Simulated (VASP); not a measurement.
# LuTlAu4 (P4/mmm) in VASP: single point with PBE

Aim: the single point of LuTlAu4 with PBE.

All numbers are computed with VASP 6.6.1; they aren't measurements. Logs are shortened: lines on timing, memory, paths and dates and some standing lists are left out, and cuts for length are marked.

## 1. The cell of the first run

The structure is tetragonal, space group P4/mmm (No. 123). Conventional cell: a = 3.959 Å, b = 3.959 Å, c = 8.420 Å, α = 90.00°, β = 90.00°, γ = 90.00°. Within 3.7 Å of Lu (site symmetry 4/mmm) lie 12 Au at 2.80 to 3.30 Å. Within 3.3 Å of Tl (site symmetry 4/mmm) lie 6 Au at 2.46 to 2.80 Å. Au (site symmetry 4mm) has 1 Au at 1.75 Å within 2.3 Å. Au (site symmetry 4/mmm) has 2 Au at 1.75 Å within 2.3 Å. Within 3.8 Å of Au (site symmetry 4/mmm) lie 4 Tl at 2.80 Å and 8 Au at 3.73 Å.

The cell was generated, and may not be a known phase.

## 2. Single point, PBE

Input file INCAR:

```
  ALGO = Normal
  EDIFF = 1E-6
  ENCUT = 540
  GGA = PE
  GGA_COMPAT = F
  ISIF = 2
  ISMEAR = 0
  LASPH = T
  LCHARG = F
  LREAL = F
  LWAVE = F
  NBANDS = 66
  NELM = 120
  PREC = Accurate
  SIGMA = 0.1
```

Input file KPOINTS:

```
k-points
0
Gamma
  4 4 2
```

Input file POSCAR:

```
LuTlAu4
1.0
    3.9588035000      0.0000000000      0.0000000000
    0.0000000000      3.9588035000      0.0000000000
    0.0000000000      0.0000000000      8.4200198800
Lu Tl Au
1 1 4
Direct
    0.5000000000      0.5000000000      0.5000000000
    0.0000000000      0.0000000000      0.0000000000
    0.0000000000      0.0000000000      0.7073945100
    0.0000000000      0.0000000000      0.2926054900
    0.0000000000      0.0000000000      0.5000000000
    0.5000000000      0.5000000000      0.0000000000
```

Potentials or basis: VASP PAW PBE potentials, release 64 (Lu, Tl_d, Au_sv_GW).

Command:

```
$ cat potpaw_PBE.64/Lu/POTCAR potpaw_PBE.64/Tl_d/POTCAR potpaw_PBE.64/Au_sv_GW/POTCAR > POTCAR
$ mpirun -np 1 vasp_std > vasp.out
```

OUTCAR:

```text
EDIFF = 1E-6
   ENCUT = 540
   GGA = PE
   ISIF = 2
   ISMEAR = 0
   LASPH = T
   LREAL = F
   NELM = 120
   PREC = Accurate

 ion  position               nearest neighbor table
   1  0.500  0.500  0.500-   5 2.80   5 2.80   5 2.80   5 2.80   4 3.30   4 3.30   3 3.30   4 3.30
                             3 3.30   3 3.30   4 3.30   3 3.30
   2  0.000  0.000  0.000-   3 2.46   4 2.46   6 2.80   6 2.80   6 2.80   6 2.80
   3  0.000  0.000  0.707-   5 1.75   2 2.46   1 3.30   1 3.30   1 3.30   1 3.30
   4  0.000  0.000  0.293-   5 1.75   2 2.46   1 3.30   1 3.30   1 3.30   1 3.30
   5  0.000  0.000  0.500-   3 1.75   4 1.75   1 2.80   1 2.80   1 2.80   1 2.80
   6  0.500  0.500  0.000-   2 2.80   2 2.80   2 2.80   2 2.80

  LATTYP: Found a simple tetragonal cell.
 ALAT       =     3.9588035000
 C/A-ratio  =     2.1269102849

  Lattice vectors:

 A1 = (   3.9588035000,   0.0000000000,   0.0000000000)
 A2 = (   0.0000000000,   3.9588035000,   0.0000000000)
 A3 = (   0.0000000000,   0.0000000000,   8.4200198800)

Analysis of symmetry for initial positions (statically):
=====================================================================
 Subroutine PRICEL returns:
 Original cell was already a primitive cell.

 Routine SETGRP: Setting up the symmetry group for a
 simple tetragonal supercell.

 Subroutine GETGRP returns: Found 16 space group operations
 (whereof 16 operations were pure point group operations)
 out of a pool of 16 trial point group operations.

The static configuration has the point symmetry D_4h.

Analysis of symmetry for dynamics (positions and initial velocities):
=====================================================================
 Subroutine PRICEL returns:
 Original cell was already a primitive cell.

 Routine SETGRP: Setting up the symmetry group for a
 simple tetragonal supercell.

 Subroutine GETGRP returns: Found 16 space group operations
 (whereof 16 operations were pure point group operations)
 out of a pool of 16 trial point group operations.

The dynamic configuration has the point symmetry D_4h.

 Subroutine INISYM returns: Found 16 space group operations
 (whereof 16 operations are pure point group operations),
 and found     1 'primitive' translations

----------------------------------------------------------------------------------------

                                     Primitive cell

  volume of cell :     131.9596

  direct lattice vectors                    reciprocal lattice vectors
     3.958803500  0.000000000  0.000000000     0.252601575  0.000000000  0.000000000
     0.000000000  3.958803500  0.000000000     0.000000000  0.252601575  0.000000000
     0.000000000  0.000000000  8.420019880     0.000000000  0.000000000  0.118764565

  length of vectors
     3.958803500  3.958803500  8.420019880     0.252601575  0.252601575  0.118764565

  position of ions in fractional coordinates (direct lattice)
     0.500000000  0.500000000  0.500000000
     0.000000000  0.000000000  0.000000000
     0.000000000  0.000000000  0.707394510
     0.000000000  0.000000000  0.292605490
     0.000000000  0.000000000  0.500000000
     0.500000000  0.500000000  0.000000000

  ion indices of the primitive-cell ions
   primitive index   ion index
                 1           1
                 2           2
                 3           3
                 4           4
                 5           5
                 6           6

----------------------------------------------------------------------------------------

 KPOINTS: k-points

Automatic generation of k-mesh.
 Grid dimensions read from file:
 generate k-points for:    4    4    2

 Generating k-lattice:

  Cartesian coordinates                     Fractional coordinates (reciprocal lattice)
     0.063150394  0.000000000  0.000000000     0.250000000  0.000000000  0.000000000
     0.000000000  0.063150394  0.000000000     0.000000000  0.250000000  0.000000000
     0.000000000  0.000000000  0.059382283     0.000000000  0.000000000  0.500000000

  Length of vectors
     0.063150394  0.063150394  0.059382283

  Shift w.r.t. Gamma in fractional coordinates (k-lattice)
     0.000000000  0.000000000  0.000000000

 Subroutine IBZKPT returns following result:
 ===========================================

 Found     12 irreducible k-points:

 Following reciprocal coordinates:
            Coordinates               Weight
  0.000000  0.000000  0.000000      1.000000
  0.250000  0.000000  0.000000      4.000000
  0.500000  0.000000  0.000000      2.000000
  0.250000  0.250000  0.000000      4.000000
  0.500000  0.250000  0.000000      4.000000
  0.500000  0.500000  0.000000      1.000000
  0.000000  0.000000  0.500000      1.000000
  0.250000  0.000000  0.500000      4.000000
  0.500000  0.000000  0.500000      2.000000
  0.250000  0.250000  0.500000      4.000000
  0.500000  0.250000  0.500000      4.000000
  0.500000  0.500000  0.500000      1.000000
   k-points           NKPTS =     12   k-points in BZ     NKDIM =     12   number of bands    NBANDS=     66
   number of dos      NEDOS =    301   number of ions     NIONS =      6
   total plane-waves  NPLWV =  57600
   dimension x,y,z NGX =    30 NGY =   30 NGZ =   64
   dimension x,y,z NGXF=    60 NGYF=   60 NGZF=  128
   ions per type =               1   1   4
   NGX,Y,Z   is equivalent  to a cutoff of  12.60, 12.60, 12.64 a.u.
   NGXF,Y,Z  is equivalent  to a cutoff of  25.20, 25.20, 25.27 a.u.
 SYSTEM =  unknown system
   PREC   = accura    normal or accurate (medium, high low for compatibility)
   ISTART =      0    job   : 0-new  1-cont  2-samecut
   ICHARG =      2    charge: 1-file 2-atom 10-const
   ISPIN  =      1    spin polarized calculation?
   LNONCOLLINEAR =      F non collinear calculations
   LSORBIT =      F    spin-orbit coupling
   LASPH  =      T    aspherical Exc in radial PAW
   ENCUT  =  540.0 eV  39.69 Ry    6.30 a.u.   7.50  7.50 15.95*2*pi/ulx,y,z
   NELM   =    120;   NELMIN=  2; NELMDL= -5     # of ELM steps
   EDIFF  = 0.1E-05   stopping-criterion for ELM
   LREAL  =      F    real-space projection
   EDIFFG = 0.1E-04   stopping-criterion for IOM
   NSW    =      0    number of steps for IOM
   IBRION =     -1    ionic relax: 0-MD 1-quasi-New 2-CG
   NFREE  =      0    steps in history (QN), initial steepest desc. (CG)
   ISIF   =      2    stress and relaxation
   ISYM   =      2    0-nonsym 1-usesym 2-fastsym
   POTIM  = 0.5000    time-step for ionic-motion
   TEBEG  =    0.0;   TEEND  =   0.0 temperature during run
   PSTRESS=    0.0 pullay stress
   NELECT =     114.0000    total number of electrons
   NUPDOWN=      -1.0000    fix difference up-down
   EMIN   =  10.00;   EMAX   =-10.00  energy-range for DOS
   EFERMI =   0.00;   METHOD = LEGACY
   ISMEAR =     0;   SIGMA  =   0.10  broadening in eV -4-tet -1-fermi 0-gaus
   EFERMI_NEDOS =   21; number of points for ismear=-14 and -15
   IALGO  =     38    algorithm
   IMIX   =      4    mixing-type and parameters
     AMIX     =   0.40;   BMIX     =  1.00
     AMIX_MAG =   1.60;   BMIX_MAG =  1.00
  volume/ion in A,a.u.               =      21.99       148.42
  Fermi-wavevector in a.u.,A,eV,Ry     =   1.559179  2.946422 33.076316  2.431041
  Thomas-Fermi vector in A             =   2.662576
   LORBIT       =      0    0 simple, 1 ext, 2 COOP (PROOUT), +10 PAW based schemes
   GGA     = PE    functional components
   LHFCALC =     F    Hartree Fock is set to
   AEXX    =    0.0000 exact exchange contribution
   IVDW    =     0    specifies the selected vdW correction
   LEPSILON=     F    determine dielectric tensor
   LRPA    =     F    only Hartree local field effects (RPA)
 non-spin polarized calculation
 Gauss-broadening in eV      SIGMA  =   0.10
  energy-cutoff  :      540.00
  volume of cell :      131.96
 maximum number of plane-waves:      3783
   NGX = 15   NGY = 15   NGZ = 31

 number of electron     114.0000016 magnetization

 Free energy of the ion-electron system (eV)
  ---------------------------------------------------
  ext. energy  EPLUGINS =         0.00000000
  ---------------------------------------------------
  free energy    TOTEN  =        17.06168662 eV

  energy without entropy =       17.09716851  energy(sigma->0) =       17.07942756

 E-fermi :   6.6424     XC(G=0): -11.3960

 val. band max:        6.6174907645   @ k =   0.2500   0.2500   0.5000
 cond. band min:       6.6551949909   @ k =   0.2500   0.0000   0.5000
 fundamental gap:      0.0377042264
 Fermi energy:         6.6423944474

 k-point     1 :       0.0000    0.0000    0.0000
  band No.  band energies     occupation
      1    -103.5403      2.00000
      2    -100.7025      2.00000
      3    -100.4539      2.00000
      4     -98.6294      2.00000
      5     -59.4316      2.00000
      6     -54.3258      2.00000
[... 58 lines left out ...]
     65      11.3770      0.00000
     66      11.3774      0.00000

 k-point     2 :       0.2500    0.0000    0.0000
  band No.  band energies     occupation
      1    -103.5403      2.00000
      2    -100.7025      2.00000
      3    -100.4539      2.00000
      4     -98.6294      2.00000
      5     -59.4317      2.00000
      6     -54.3277      2.00000
[... 58 lines left out ...]
     65      11.4427      0.00000
     66      12.4714      0.00000

 k-point     3 :       0.5000    0.0000    0.0000
  band No.  band energies     occupation
      1    -103.5403      2.00000
      2    -100.7025      2.00000
      3    -100.4539      2.00000
      4     -98.6294      2.00000
      5     -59.4317      2.00000
      6     -54.3295      2.00000
[... 58 lines left out ...]
     65      13.1102      0.00000
     66      13.7238      0.00000

 k-point     4 :       0.2500    0.2500    0.0000
  band No.  band energies     occupation
      1    -103.5403      2.00000
      2    -100.7025      2.00000
      3    -100.4539      2.00000
      4     -98.6294      2.00000
      5     -59.4316      2.00000
      6     -54.3276      2.00000
[... 58 lines left out ...]
     65      11.6316      0.00000
     66      12.4977      0.00000

 k-point     5 :       0.5000    0.2500    0.0000
  band No.  band energies     occupation
      1    -103.5403      2.00000
      2    -100.7025      2.00000
      3    -100.4539      2.00000
      4     -98.6294      2.00000
      5     -59.4316      2.00000
      6     -54.3283      2.00000
[... 58 lines left out ...]
     65      10.2974      0.00000
     66      11.7176      0.00000

 k-point     6 :       0.5000    0.5000    0.0000
  band No.  band energies     occupation
      1    -103.5403      2.00000
      2    -100.7025      2.00000
      3    -100.4539      2.00000
      4     -98.6294      2.00000
      5     -59.4315      2.00000
      6     -54.3273      2.00000
[... 58 lines left out ...]
     65      10.4821      0.00000
     66      11.4265      0.00000

 k-point     7 :       0.0000    0.0000    0.5000
  band No.  band energies     occupation
      1    -103.5403      2.00000
      2    -100.7026      2.00000
      3    -100.4538      2.00000
      4     -98.6294      2.00000
      5     -59.4322      2.00000
      6     -54.3256      2.00000
[... 58 lines left out ...]
     65      10.2088      0.00000
     66      11.2945      0.00000

 k-point     8 :       0.2500    0.0000    0.5000
  band No.  band energies     occupation
      1    -103.5403      2.00000
      2    -100.7026      2.00000
      3    -100.4538      2.00000
      4     -98.6294      2.00000
      5     -59.4321      2.00000
      6     -54.3277      2.00000
[... 58 lines left out ...]
     65      12.7106      0.00000
     66      13.1910      0.00000

 k-point     9 :       0.5000    0.0000    0.5000
  band No.  band energies     occupation
      1    -103.5403      2.00000
      2    -100.7026      2.00000
      3    -100.4538      2.00000
      4     -98.6294      2.00000
      5     -59.4320      2.00000
      6     -54.3296      2.00000
[... 58 lines left out ...]
     65      11.4435      0.00000
     66      13.5057      0.00000

 k-point    10 :       0.2500    0.2500    0.5000
  band No.  band energies     occupation
      1    -103.5403      2.00000
      2    -100.7026      2.00000
      3    -100.4538      2.00000
      4     -98.6294      2.00000
      5     -59.4321      2.00000
      6     -54.3275      2.00000
[... 58 lines left out ...]
     65      11.7117      0.00000
     66      11.9963      0.00000

 k-point    11 :       0.5000    0.2500    0.5000
  band No.  band energies     occupation
      1    -103.5403      2.00000
      2    -100.7026      2.00000
      3    -100.4538      2.00000
      4     -98.6294      2.00000
      5     -59.4320      2.00000
      6     -54.3284      2.00000
[... 58 lines left out ...]
     65      10.6439      0.00000
     66      11.2355      0.00000

 k-point    12 :       0.5000    0.5000    0.5000
  band No.  band energies     occupation
      1    -103.5403      2.00000
      2    -100.7026      2.00000
      3    -100.4538      2.00000
      4     -98.6294      2.00000
      5     -59.4320      2.00000
      6     -54.3272      2.00000
[... 58 lines left out ...]
     65      10.4814      0.00000
     66      12.4295      0.00000

------------------------ aborting loop because EDIFF is reached ----------------------------------------

  FORCE on cell =-STRESS in cart. coord.  units (eV):
  Direction    XX          YY          ZZ          XY          YZ          ZX
  --------------------------------------------------------------------------------------
  -------------------------------------------------------------------------------------
  Total        8.1506623      8.1506623    272.6105600      0.0000000      0.0000000     -0.0000000
  in kB       98.9606351     98.9606351   3309.8800049      0.0000000      0.0000000     -0.0000000
  external PRESSURE =    1169.2670917 kB  Pullay stress =       0.0000000 kB

 VOLUME and BASIS-vectors are now :
 -----------------------------------------------------------------------------
  energy-cutoff  :      540.00
  volume of cell :      131.96
      direct lattice vectors                 reciprocal lattice vectors
     3.958803500  0.000000000  0.000000000     0.252601575  0.000000000  0.000000000
     0.000000000  3.958803500  0.000000000     0.000000000  0.252601575  0.000000000
     0.000000000  0.000000000  8.420019880     0.000000000  0.000000000  0.118764565

 POSITION                                       TOTAL-FORCE (eV/Angst)
 -----------------------------------------------------------------------------------
      1.97940      1.97940      4.21001         0.000000      0.000000      0.000000
      0.00000      0.00000      0.00000         0.000000      0.000000      0.000000
      0.00000      0.00000      5.95628        -0.000000     -0.000000     69.316960
      0.00000      0.00000      2.46374         0.000000     -0.000000    -69.316960
      0.00000      0.00000      4.21001         0.000000      0.000000      0.000000
      1.97940      1.97940      0.00000         0.000000      0.000000      0.000000
 -----------------------------------------------------------------------------------
    total drift:                                0.000000      0.000000      0.000000

  FREE ENERGIE OF THE ION-ELECTRON SYSTEM (eV)
  ---------------------------------------------------
  free  energy   TOTEN  =        17.0616866202 eV

  energy  without entropy=       17.0971685055  energy(sigma->0) =       17.07942756
```

Wall time 1.7 min (1 thread of AMD EPYC 9R45 (Zen 5), shared host); peak memory 0.26 GiB.

What came out:

| Item | Value |
| --- | --- |
| Free energy | 17.0617 eV |
| Pressure | 116.9 GPa |
| Largest force | 69.317 eV/Å |
| Band gap on the k mesh | zero (bands 57 and 58 overlap by 2.16 eV) |

Forces on the atoms (eV/Å):
```
Lu    0.000   0.000   0.000
Tl    0.000   0.000   0.000
Au    0.000   0.000  69.317
Au    0.000   0.000 -69.317
Au    0.000   0.000   0.000
Au    0.000   0.000   0.000
```

Levels at points of the mesh, in eV from the Fermi level:
| k point | band 53 | band 54 | band 55 | band 56 | band 57 | band 58 | band 59 | band 60 | band 61 | band 62 |
| --- | --- | --- | --- | --- | --- | --- | --- | --- | --- | --- |
| (0.00, 0.00, 0.00) | -2.43 | -1.03 | -1.03 | 1.55 | 1.74 | 1.91 | 1.91 | 2.19 | 2.19 | 2.91 |
| (0.50, 0.00, 0.00) | -2.94 | -2.04 | -1.88 | -1.81 | -1.01 | 0.19 | 1.09 | 1.32 | 1.89 | 2.86 |
| (0.50, 0.50, 0.00) | -2.01 | -1.43 | -1.43 | -1.38 | -1.13 | -0.42 | 0.52 | 0.52 | 0.70 | 0.70 |
| (0.00, 0.00, 0.50) | -1.61 | -1.61 | -1.45 | -0.93 | 1.55 | 2.11 | 2.11 | 3.08 | 3.36 | 3.36 |
| (0.50, 0.00, 0.50) | -3.29 | -1.81 | -1.31 | -1.25 | -0.74 | 0.25 | 0.41 | 0.59 | 2.21 | 2.86 |
| (0.50, 0.50, 0.50) | -1.85 | -1.42 | -0.61 | -0.61 | -0.38 | 0.34 | 0.34 | 0.38 | 0.75 | 0.75 |

Caveat: the k points lie up to 0.40 Å⁻¹ apart, too coarse for converged energies and pressures of a metal; atoms lie so close that the PAW spheres overlap strongly, which falsifies energies and pressures; spin-orbit coupling is left out, which moves the levels of the heavy elements; forces of over 1 eV/Å act on the atoms, so gaps and moduli don't describe the material at rest.

The gap in the log of VASP goes by the Fermi energy; the results here count the filled bands.